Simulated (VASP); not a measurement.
# Pt (P6_3/mmc) in VASP: a series of runs

The runs below take Pt through single point, with PBEsol.

Program: VASP 6.6.1. These are calculated values, not measurements. Logs are shortened: lines on timing, memory, paths and dates and some standing lists are left out, and cuts for length are marked.

### 1 The cell of the first run

It takes space group P6_3/mmc (No. 194, hexagonal). Conventional cell: a = 2.725 Å, b = 2.725 Å, c = 4.785 Å, α = 90.00°, β = 90.00°, γ = 120.00°. Within 3.6 Å of Pt (site symmetry -6m2) lie 12 Pt at 2.73 to 2.86 Å.

This isn't the form of Pt at room conditions, which is fcc.

### 2 Single point, PBEsol

INCAR

```
SYSTEM = Pt
PREC     = Accurate       ! precision mode
ENCUT    = 520            ! plane-wave cutoff, eV
EDIFF    = 1E-6           ! SCF threshold, eV
ISMEAR   = 0              ! smearing method
SIGMA    = 0.15           ! smearing width, eV
LREAL    = .FALSE.        ! projectors in reciprocal space
LASPH    = .TRUE.         ! aspherical terms in the spheres
NELM     = 100            ! most SCF steps
ALGO     = Normal         ! electronic algorithm
ISIF     = 2              ! what is computed and relaxed
LWAVE    = .FALSE.        ! write WAVECAR
LCHARG   = .TRUE.         ! write CHGCAR
GGA      = PS             ! functional
LELF     = .TRUE.         ! ELF
LVHAR    = .TRUE.       
NBANDS   = 17             ! bands
```

KPOINTS

```
regular mesh
0
G
  18 18 10
  0 0 0
```

POSCAR

```
Pt
1.0
    2.7251897179      0.0000000000      0.0000000000
   -1.3625948590      2.3600835258      0.0000000000
    0.0000000000      0.0000000000      4.7854000000
Pt
2
Direct
    0.6666666667      0.3333333333      0.7500000000
    0.3333333333      0.6666666667      0.2500000000
```

Potentials or basis: VASP PAW PBE potentials, release 64 (Pt).

Launch:

```sh
cat potpaw_PBE.64/Pt/POTCAR > POTCAR
mpirun -np 1 vasp_std > vasp.out
```

OUTCAR:

```text
SYSTEM = Pt
   PREC = Accurate
   ENCUT = 520
   EDIFF = 1E-6
   ISMEAR = 0
   LREAL = .FALSE.
   LASPH = .TRUE.
   NELM = 100
   ISIF = 2
   GGA = PS

 ion  position               nearest neighbor table
   1  0.667  0.333  0.750-   2 2.86   2 2.86   2 2.86   2 2.86   2 2.86   2 2.86
   2  0.333  0.667  0.250-   1 2.86   1 2.86   1 2.86   1 2.86   1 2.86   1 2.86

  LATTYP: Found a hexagonal cell.
 ALAT       =     2.7251897179
 C/A-ratio  =     1.7559878377

  Lattice vectors:

 A1 = (   2.7251897179,   0.0000000000,   0.0000000000)
 A2 = (  -1.3625948590,   2.3600835258,   0.0000000000)
 A3 = (   0.0000000000,   0.0000000000,   4.7854000000)

Analysis of symmetry for initial positions (statically):
=====================================================================
 Subroutine PRICEL returns:
 Original cell was already a primitive cell.

 Routine SETGRP: Setting up the symmetry group for a
 hexagonal supercell.

 Subroutine GETGRP returns: Found 24 space group operations
 (whereof 12 operations were pure point group operations)
 out of a pool of 24 trial point group operations.

The static configuration has the point symmetry D_3d.
 The point group associated with its full space group is D_6h.

Analysis of symmetry for dynamics (positions and initial velocities):
=====================================================================
 Subroutine PRICEL returns:
 Original cell was already a primitive cell.

 Routine SETGRP: Setting up the symmetry group for a
 hexagonal supercell.

 Subroutine GETGRP returns: Found 24 space group operations
 (whereof 12 operations were pure point group operations)
 out of a pool of 24 trial point group operations.

The dynamic configuration has the point symmetry D_3d.
 The point group associated with its full space group is D_6h.

 Subroutine INISYM returns: Found 24 space group operations
 (whereof 12 operations are pure point group operations),
 and found     1 'primitive' translations

----------------------------------------------------------------------------------------

                                     Primitive cell

  volume of cell :      30.7781

  direct lattice vectors                    reciprocal lattice vectors
     2.725189718  0.000000000  0.000000000     0.366946930  0.211856909  0.000000000
    -1.362594859  2.360083526  0.000000000     0.000000000  0.423713817  0.000000000
     0.000000000  0.000000000  4.785400000     0.000000000  0.000000000  0.208968947

  length of vectors
     2.725189718  2.725189718  4.785400000     0.423713817  0.423713817  0.208968947

  position of ions in fractional coordinates (direct lattice)
     0.666666667  0.333333333  0.750000000
     0.333333333  0.666666667  0.250000000

  ion indices of the primitive-cell ions
   primitive index   ion index
                 1           1
                 2           2

----------------------------------------------------------------------------------------

 KPOINTS: regular mesh

Automatic generation of k-mesh.
 Grid dimensions read from file:
 generate k-points for:   18   18   10

 Generating k-lattice:

  Cartesian coordinates                     Fractional coordinates (reciprocal lattice)
     0.020385941  0.011769828  0.000000000     0.055555556 -0.000000000  0.000000000
     0.000000000  0.023539657  0.000000000     0.000000000  0.055555556  0.000000000
     0.000000000  0.000000000  0.020896895     0.000000000  0.000000000  0.100000000

  Length of vectors
     0.023539657  0.023539657  0.020896895

  Shift w.r.t. Gamma in fractional coordinates (k-lattice)
     0.000000000  0.000000000  0.000000000

 Subroutine IBZKPT returns following result:
 ===========================================

 Found    222 irreducible k-points:

 Following reciprocal coordinates:
            Coordinates               Weight
  0.000000  0.000000  0.000000      1.000000
  0.055556  0.000000  0.000000      6.000000
  0.111111  0.000000  0.000000      6.000000
  0.166667  0.000000  0.000000      6.000000
  0.222222  0.000000  0.000000      6.000000
  0.277778  0.000000  0.000000      6.000000
[... 16 lines left out ...]
  0.333333  0.111111  0.000000     12.000000
  0.388889  0.111111  0.000000     12.000000
 [... further k-points ...]
   k-points           NKPTS =    222   k-points in BZ     NKDIM =    222   number of bands    NBANDS=     17
   number of dos      NEDOS =    301   number of ions     NIONS =      2
   total plane-waves  NPLWV =  14400
   dimension x,y,z NGX =    20 NGY =   20 NGZ =   36
   dimension x,y,z NGXF=    40 NGYF=   40 NGZF=   72
   ions per type =               2
   NGX,Y,Z   is equivalent  to a cutoff of  12.20, 12.20, 12.51 a.u.
   NGXF,Y,Z  is equivalent  to a cutoff of  24.40, 24.40, 25.01 a.u.
 SYSTEM =  Pt
   PREC   = accura    normal or accurate (medium, high low for compatibility)
   ISTART =      0    job   : 0-new  1-cont  2-samecut
   ICHARG =      2    charge: 1-file 2-atom 10-const
   ISPIN  =      1    spin polarized calculation?
   LNONCOLLINEAR =      F non collinear calculations
   LSORBIT =      F    spin-orbit coupling
   LASPH  =      T    aspherical Exc in radial PAW
   ENCUT  =  520.0 eV  38.22 Ry    6.18 a.u.   5.07  5.07  8.90*2*pi/ulx,y,z
   NELM   =    100;   NELMIN=  2; NELMDL= -5     # of ELM steps
   EDIFF  = 0.1E-05   stopping-criterion for ELM
   LREAL  =      F    real-space projection
   EDIFFG = 0.1E-04   stopping-criterion for IOM
   NSW    =      0    number of steps for IOM
   IBRION =     -1    ionic relax: 0-MD 1-quasi-New 2-CG
   NFREE  =      0    steps in history (QN), initial steepest desc. (CG)
   ISIF   =      2    stress and relaxation
   ISYM   =      2    0-nonsym 1-usesym 2-fastsym
   POTIM  = 0.5000    time-step for ionic-motion
   TEBEG  =    0.0;   TEEND  =   0.0 temperature during run
   PSTRESS=    0.0 pullay stress
   NELECT =      20.0000    total number of electrons
   NUPDOWN=      -1.0000    fix difference up-down
   EMIN   =  10.00;   EMAX   =-10.00  energy-range for DOS
   EFERMI =   0.00;   METHOD = LEGACY
   ISMEAR =     0;   SIGMA  =   0.15  broadening in eV -4-tet -1-fermi 0-gaus
   EFERMI_NEDOS =   21; number of points for ismear=-14 and -15
   IALGO  =     38    algorithm
   IMIX   =      4    mixing-type and parameters
     AMIX     =   0.40;   BMIX     =  1.00
     AMIX_MAG =   1.60;   BMIX_MAG =  1.00
  volume/ion in A,a.u.               =      15.39       103.85
  Fermi-wavevector in a.u.,A,eV,Ry     =   1.417982  2.679597 27.356865  2.010673
  Thomas-Fermi vector in A             =   2.539155
   LORBIT       =      0    0 simple, 1 ext, 2 COOP (PROOUT), +10 PAW based schemes
   GGA     = PS    functional components
   LHFCALC =     F    Hartree Fock is set to
   AEXX    =    0.0000 exact exchange contribution
   IVDW    =     0    specifies the selected vdW correction
   LEPSILON=     F    determine dielectric tensor
   LRPA    =     F    only Hartree local field effects (RPA)
 non-spin polarized calculation
 Gauss-broadening in eV      SIGMA  =   0.15
  energy-cutoff  :      520.00
  volume of cell :       30.78
 maximum number of plane-waves:       847
   NGX = 11   NGY = 11   NGZ = 17

 number of electron      20.0000000 magnetization

 Free energy of the ion-electron system (eV)
  ---------------------------------------------------
  ext. energy  EPLUGINS =         0.00000000
  ---------------------------------------------------
  free energy    TOTEN  =       -13.80889376 eV

  energy without entropy =      -13.76967445  energy(sigma->0) =      -13.78928411

 E-fermi :  10.6772     XC(G=0): -13.5022

 val. band max:       10.6760138730   @ k =   0.3889   0.2222   0.3000
 cond. band min:      10.6832001538   @ k =   0.3333   0.1667   0.5000
 fundamental gap:      0.0071862807
 Fermi energy:        10.6771644941

 k-point     1 :       0.0000    0.0000    0.0000
  band No.  band energies     occupation
      1       0.6354      2.00000
      2       3.2808      2.00000
      3       6.4811      2.00000
      4       7.0968      2.00000
      5       7.0968      2.00000
      6       7.4611      2.00000
[... 9 lines left out ...]
     16      27.9347      0.00000
     17      32.1674      0.00000

 k-point     2 :       0.0556    0.0000    0.0000
  band No.  band energies     occupation
      1       0.7521      2.00000
      2       3.3906      2.00000
      3       6.4867      2.00000
      4       7.0736      2.00000
      5       7.1875      2.00000
      6       7.4002      2.00000
[... 9 lines left out ...]
     16      28.1062      0.00000
     17      31.4219      0.00000

 k-point     3 :       0.1111    0.0000    0.0000
  band No.  band energies     occupation
      1       1.0933      2.00000
      2       3.7009      2.00000
      3       6.4376      2.00000
      4       7.0582      2.00000
      5       7.2803      2.00000
      6       7.4550      2.00000
[... 9 lines left out ...]
     16      28.3995      0.00000
     17      30.2590      0.00000

 k-point     4 :       0.1667    0.0000    0.0000
  band No.  band energies     occupation
      1       1.6297      2.00000
      2       4.1362      2.00000
      3       6.3013      2.00000
      4       6.8996      2.00000
      5       7.1842      2.00000
      6       7.4420      2.00000
[... 9 lines left out ...]
     16      28.4687      0.00000
     17      28.9912      0.00000
[... 343 lines left out ...]
      1       3.9170      2.00000
      2       4.7400      2.00000
      3       5.3931      2.00000
      4       6.3842      2.00000
      5       7.0267      2.00000
      6       7.1937      2.00000
[... 9 lines left out ...]
     16      25.7934      0.00000
     17      26.7861      0.00000

 k-point    23 :       0.3333    0.1111    0.0000
  band No.  band energies     occupation
      1       4.2396      2.00000
      2       4.5365      2.00000
      3       5.0867      2.00000
      4       6.8041      2.00000
      5       7.1013      2.00000
      6       7.4432      2.00000
[... 9 lines left out ...]
     16      24.6985      0.00000
     17      25.1180      0.00000

 k-point    24 :       0.3889    0.1111    0.0000
  band No.  band energies     occupation
      1       4.3218      2.00000
      2       4.4203      2.00000
      3       4.8998      2.00000
      4       7.0874      2.00000
      5       7.2865      2.00000
      6       7.4214      2.00000
[... 9 lines left out ...]
     16      23.1413      0.00000
     17      24.5790      0.00000

 [... further k-points ...]

------------------------ aborting loop because EDIFF is reached ----------------------------------------

  FORCE on cell =-STRESS in cart. coord.  units (eV):
  Direction    XX          YY          ZZ          XY          YZ          ZX
  --------------------------------------------------------------------------------------
  -------------------------------------------------------------------------------------
  Total       -0.6026046     -0.6026046     -1.2867116      0.0000000     -0.0000000      0.0000000
  in kB      -31.3690013    -31.3690013    -66.9806602      0.0000000     -0.0000000      0.0000000
  external PRESSURE =     -43.2395543 kB  Pullay stress =       0.0000000 kB

 VOLUME and BASIS-vectors are now :
 -----------------------------------------------------------------------------
  energy-cutoff  :      520.00
  volume of cell :       30.78
      direct lattice vectors                 reciprocal lattice vectors
     2.725189718  0.000000000  0.000000000     0.366946930  0.211856909  0.000000000
    -1.362594859  2.360083526  0.000000000     0.000000000  0.423713817  0.000000000
     0.000000000  0.000000000  4.785400000     0.000000000  0.000000000  0.208968947

 POSITION                                       TOTAL-FORCE (eV/Angst)
 -----------------------------------------------------------------------------------
      1.36259      0.78669      3.58905         0.000000      0.000000      0.000000
     -0.00000      1.57339      1.19635        -0.000000      0.000000      0.000000
 -----------------------------------------------------------------------------------
    total drift:                               -0.000000      0.000000     -0.000000

  FREE ENERGIE OF THE ION-ELECTRON SYSTEM (eV)
  ---------------------------------------------------
  free  energy   TOTEN  =       -13.8088937616 eV

  energy  without entropy=      -13.7696744497  energy(sigma->0) =      -13.78928411
```

It took 33 s on 1 thread of Intel Xeon 6975P-C (Granite Rapids), shared host; peak memory 0.21 GiB.

What came out:

| Property | Result |
| --- | --- |
| Free energy | -13.8089 eV |
| Pressure | -4.3 GPa |
| Band gap on the k mesh | zero (bands 10 and 11 overlap by 1.36 eV) |

Caveat: the cell stands under tension; the PAW data sets were made with another functional, which shifts forces and pressure a little; spin-orbit coupling is left out, which moves the levels of the heavy elements.

### 3 Single point, PBEsol

This run uses another cell than the first one, of 15.59 Å³/atom.

INCAR

```
ALGO     = Fast           # electronic algorithm
EDIFF    = 1E-7           # SCF threshold, eV
ENCUT    = 520            # plane-wave cutoff, eV
GGA      = PS             # functional
ISIF     = 2              # what is computed and relaxed
ISMEAR   = 0              # smearing method
LASPH    = True           # aspherical terms in the spheres
LCHARG   = False          # write CHGCAR
LREAL    = False          # projectors in reciprocal space
LWAVE    = False          # write WAVECAR
NBANDS   = 17             # bands
NELM     = 60             # most SCF steps
PREC     = Accurate       # precision mode
SIGMA    = 0.15           # smearing width, eV
```

KPOINTS

```
k-points
0
Gamma
  18 18 10
```

POSCAR

```
Pt
1.0
    2.7888000000      0.0000000000      0.0000000000
   -1.3944000000      2.4151716461      0.0000000000
    0.0000000000      0.0000000000      4.6285000000
Pt
2
Direct
    0.6666666667      0.3333333333      0.7500000000
    0.3333333333      0.6666666667      0.2500000000
```

Potentials or basis: VASP PAW PBE potentials, release 64 (Pt).

Launch:

```sh
cat potpaw_PBE.64/Pt/POTCAR > POTCAR
mpirun -np 1 vasp_std > vasp.out
```

OUTCAR:

```text
EDIFF = 1E-7
   ENCUT = 520
   GGA = PS
   ISIF = 2
   ISMEAR = 0
   LASPH = True
   LREAL = False
   NELM = 60
   PREC = Accurate

 ion  position               nearest neighbor table
   1  0.667  0.333  0.750-   2 2.82   2 2.82   2 2.82   2 2.82   2 2.82   2 2.82
   2  0.333  0.667  0.250-   1 2.82   1 2.82   1 2.82   1 2.82   1 2.82   1 2.82

  LATTYP: Found a hexagonal cell.
 ALAT       =     2.7888000000
 C/A-ratio  =     1.6596744119

  Lattice vectors:

 A1 = (   2.7888000000,   0.0000000000,   0.0000000000)
 A2 = (  -1.3944000000,   2.4151716461,   0.0000000000)
 A3 = (   0.0000000000,   0.0000000000,   4.6285000000)

Analysis of symmetry for initial positions (statically):
=====================================================================
 Subroutine PRICEL returns:
 Original cell was already a primitive cell.

 Routine SETGRP: Setting up the symmetry group for a
 hexagonal supercell.

 Subroutine GETGRP returns: Found 24 space group operations
 (whereof 12 operations were pure point group operations)
 out of a pool of 24 trial point group operations.

The static configuration has the point symmetry D_3d.
[... 163 lines left out ...]
  energy without entropy =      -13.72876934  energy(sigma->0) =      -13.75370738

 E-fermi :  10.4624     XC(G=0): -13.4318

 val. band max:       10.4612165495   @ k =   0.2222  -0.0000   0.0000
 cond. band min:      10.4628516254   @ k =   0.2222   0.0556   0.0000
 fundamental gap:      0.0016350759
 Fermi energy:        10.4624385208

 k-point     1 :       0.0000    0.0000    0.0000
  band No.  band energies     occupation
      1       0.5428      2.00000
      2       3.3889      2.00000
      3       6.7444      2.00000
      4       6.9824      2.00000
      5       6.9824      2.00000
      6       7.4323      2.00000
[... 457 lines left out ...]
      4       6.8374      2.00000
      5       7.0168      2.00000
      6       7.2177      2.00000
[... 9 lines left out ...]
     16      22.5959      0.00000
     17      24.4833      0.00000

 [... further k-points ...]

------------------------ aborting loop because EDIFF is reached ----------------------------------------

  FORCE on cell =-STRESS in cart. coord.  units (eV):
  Direction    XX          YY          ZZ          XY          YZ          ZX
  --------------------------------------------------------------------------------------
  -------------------------------------------------------------------------------------
  Total       -2.0209066     -2.0209066     -0.7816828     -0.0000000      0.0000000      0.0000000
  in kB     -103.8606858   -103.8606858    -40.1731161     -0.0000000      0.0000000      0.0000000
  external PRESSURE =     -82.6314959 kB  Pullay stress =       0.0000000 kB

 VOLUME and BASIS-vectors are now :
 -----------------------------------------------------------------------------
  energy-cutoff  :      520.00
  volume of cell :       31.17
      direct lattice vectors                 reciprocal lattice vectors
     2.788800000  0.000000000  0.000000000     0.358577166  0.207024623  0.000000000
    -1.394400000  2.415171646  0.000000000     0.000000000  0.414049246  0.000000000
     0.000000000  0.000000000  4.628500000     0.000000000  0.000000000  0.216052717

 POSITION                                       TOTAL-FORCE (eV/Angst)
 -----------------------------------------------------------------------------------
      1.39440      0.80506      3.47138         0.000000     -0.000000      0.000000
     -0.00000      1.61011      1.15712        -0.000000      0.000000      0.000000
 -----------------------------------------------------------------------------------
    total drift:                                0.000000     -0.000000      0.000000

  FREE ENERGIE OF THE ION-ELECTRON SYSTEM (eV)
  ---------------------------------------------------
  free  energy   TOTEN  =       -13.7786454252 eV

  energy  without entropy=      -13.7287693424  energy(sigma->0) =      -13.75370738
```

stdout:

```text
POSCAR found type information on POSCAR Pt
 POSCAR found :  1 types and       2 ions
 scaLAPACK will be used
 -----------------------------------------------------------------------------
|                                                                             |
|                                                                             |
|     You enforced a specific xc type in the INCAR file but a different       |
|     I HOPE YOU KNOW WHAT YOU ARE DOING!                                     |
|                                                                             |
 -----------------------------------------------------------------------------

 LDA part: xc-table for (Slater+PW92), standard interpolation
 POSCAR, INCAR and KPOINTS ok, starting setup
 FFT: planning ... GRIDC
 FFT: planning ... GRID_SOFT
 FFT: planning ... GRID
 WAVECAR not read
 entering main loop
```

Run time: 55 s. Hardware: 1 thread of Intel Xeon 6975P-C (Granite Rapids), shared host; peak memory 0.22 GiB.

Results:

| Property | Result |
| --- | --- |
| Free energy | -13.7786 eV |
| Pressure | -8.3 GPa |
| Band gap on the k mesh | zero (bands 10 and 11 overlap by 1.22 eV) |

Caveat: the stress differs along the axes, from -10 to -4 GPa; the PAW data sets were made with another functional, which shifts forces and pressure a little; spin-orbit coupling is left out, which moves the levels of the heavy elements.

(Continued in part 2 of 2.)
